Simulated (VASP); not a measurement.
Here is a VASP 6.6.1 calculation.

INCAR

```
SYSTEM = Mg5Cd3O8
PREC = Accurate
ENCUT = 520
EDIFF = 1E-6
ISMEAR = -1
SIGMA = 0.05
LREAL = Auto
LASPH = .True.
NELM = 100
ALGO = Normal
ISIF = 2
LWAVE = .False.
LCHARG = .True.
GGA = PS
LELF = .True.
LVHAR = .True.
NBANDS = 226
ISYM = 0
```

File KPOINTS:

```
Automatic mesh
0
Gamma
  1 1 1
  0.25 0.25 0.25
```

Contents of POSCAR:

```
Mg5Cd3O8
1.0
    8.8436664393      0.0000000000      0.0000000000
    0.0000000000      8.8436664393      0.0000000000
    0.0000000000      0.0000000000      8.8436664393
O Mg Cd
32 20 12
Direct
    0.2360610000      0.9855560000      0.0117290000
    0.2639000000      0.9984910000      0.4901650000
    0.2366500000      0.5148140000      0.9846750000
    0.2636830000      0.5007580000      0.5118350000
    0.7612400000      0.9879750000      0.0001210000
    0.7387630000      0.0094100000      0.5017620000
    0.7629170000      0.5150350000      0.9852200000
    0.7373990000      0.4874890000      0.5141630000
    0.0002210000      0.2496910000      0.0021970000
    0.0023080000      0.2495580000      0.5016360000
    0.0022710000      0.7502910000      0.0108710000
    0.0177240000      0.7484100000      0.4827730000
    0.4985460000      0.2508660000      0.9834770000
    0.4977570000      0.2500090000      0.5103230000
    0.4964940000      0.7498530000      0.0025190000
    0.4896160000      0.7499600000      0.5005390000
    0.9979760000      0.9988820000      0.2386910000
    0.9859660000      0.0139660000      0.7646380000
    0.0001110000      0.4958190000      0.2333200000
    0.9965390000      0.4873970000      0.7609400000
    0.5040880000      0.9889200000      0.2623230000
    0.5125450000      0.0003190000      0.7377750000
    0.5018510000      0.5142660000      0.2661340000
    0.5026290000      0.4996540000      0.7393130000
    0.2376400000      0.2345140000      0.2651400000
    0.2494500000      0.2612380000      0.7361540000
    0.2521740000      0.7614520000      0.2497100000
    0.2625260000      0.7399400000      0.7481050000
    0.7630220000      0.2344750000      0.2651450000
    0.7487270000      0.2494970000      0.7387010000
    0.7518180000      0.7632500000      0.2391880000
    0.7379780000      0.7516820000      0.7601590000
    0.9978010000      0.9973510000      0.0031780000
    0.0000490000      0.5028660000      0.9966760000
    0.5007960000      0.9990450000      0.5006820000
    0.4989580000      0.5004450000      0.5058970000
    0.2529280000      0.2493020000      0.5020910000
    0.2481600000      0.7500830000      0.0023170000
    0.2570700000      0.7496500000      0.4973860000
    0.7477080000      0.2473240000      0.5038530000
    0.7530650000      0.7522370000      0.9999020000
    0.2475940000      0.9960350000      0.2524860000
    0.2531000000      0.5002140000      0.7475270000
    0.7526110000      0.9975980000      0.2506350000
    0.7478930000      0.0022740000      0.7503840000
    0.7478720000      0.4974080000      0.7499220000
    0.0002480000      0.2437070000      0.2501500000
    0.9973460000      0.2517390000      0.7493670000
    0.0032750000      0.7557530000      0.2436050000
    0.5026170000      0.2522310000      0.7414420000
    0.4980420000      0.7544760000      0.2528370000
    0.5003350000      0.7484030000      0.7465020000
    0.0006040000      0.0005300000      0.4992690000
    0.0017820000      0.4978390000      0.5005610000
    0.5007370000      0.9970720000      0.9999620000
    0.5001010000      0.5036060000      0.9967530000
    0.2464070000      0.2503110000      0.9988090000
    0.7528960000      0.2493910000      0.9986390000
    0.7474060000      0.7499780000      0.4995170000
    0.2511600000      0.0005170000      0.7495720000
    0.2494810000      0.5013610000      0.2505500000
    0.7519840000      0.5007160000      0.2497220000
    0.0004780000      0.7488290000      0.7531070000
    0.5003300000      0.2469780000      0.2557910000
```

Potentials or basis: VASP PAW PBE potentials, release 64 (O, Mg, Cd).

The run is started by

```console
$ cat potpaw_PBE.64/O/POTCAR potpaw_PBE.64/Mg/POTCAR potpaw_PBE.64/Cd/POTCAR > POTCAR
$ mpirun -np 1 vasp_std > vasp.out
```

Problem. What does it give for the largest force?

Solution. 0.129 eV/Å.

Problem. What does it give for the pressure?

Solution. 0.6 GPa.

Problem. Predict the band gap on the k mesh.

Solution. 2.58 eV.

Forces on the atoms (eV/Å):
```
O   -0.059 -0.062  0.091
O    0.070 -0.004 -0.087
O   -0.063  0.089 -0.061
O    0.054 -0.025  0.056
O    0.078 -0.080 -0.002
O   -0.069  0.089  0.001
O    0.067  0.058 -0.088
O   -0.070 -0.065  0.087
O   -0.003 -0.003  0.003
O   -0.001 -0.004 -0.003
O   -0.009 -0.012  0.076
O    0.075  0.003 -0.073
O    0.015  0.007 -0.063
O   -0.009 -0.004  0.088
O   -0.004  0.004  0.007
O   -0.080  0.008  0.007
O    0.015  0.019 -0.061
O   -0.086  0.055  0.058
O    0.015  0.008 -0.065
O   -0.003 -0.082  0.082
O   -0.002 -0.092  0.069
O    0.082  0.006 -0.074
O   -0.024  0.050  0.051
O    0.012  0.008 -0.076
O   -0.067 -0.058  0.082
O    0.007  0.082 -0.076
O   -0.015  0.070 -0.013
O    0.071 -0.081 -0.001
O    0.064 -0.084  0.060
O    0.010  0.012 -0.070
O   -0.004  0.079 -0.084
O   -0.071  0.000  0.081
Mg  -0.004 -0.002  0.008
Mg  -0.004  0.005 -0.006
Mg   0.001 -0.003  0.005
Mg  -0.001  0.000  0.011
Mg   0.005  0.002  0.005
Mg  -0.004  0.000  0.004
Mg   0.012  0.002 -0.002
Mg  -0.004 -0.002  0.005
Mg   0.004  0.001  0.003
Mg  -0.005 -0.005  0.000
Mg   0.004 -0.004 -0.003
Mg   0.004 -0.003  0.000
Mg  -0.004  0.004  0.000
Mg  -0.004 -0.005  0.000
Mg   0.000 -0.006 -0.002
Mg  -0.003  0.006  0.002
Mg   0.004  0.004 -0.012
Mg   0.001  0.002 -0.018
Mg   0.000  0.007  0.002
Mg   0.000 -0.003 -0.007
Cd  -0.001 -0.005  0.006
Cd  -0.005  0.003 -0.006
Cd  -0.005  0.012  0.002
Cd   0.001 -0.011  0.015
Cd   0.005  0.002  0.007
Cd  -0.008  0.006  0.012
Cd   0.011 -0.008 -0.003
Cd  -0.004  0.004  0.007
Cd   0.004 -0.008 -0.005
Cd  -0.001 -0.006  0.000
Cd   0.000  0.003 -0.011
Cd   0.002  0.015 -0.022
```

Caveat: the PAW data sets were made with another functional, which shifts forces and pressure a little; a shifted mesh leaves out Γ, where band edges can lie. A k mesh can miss the band edges.
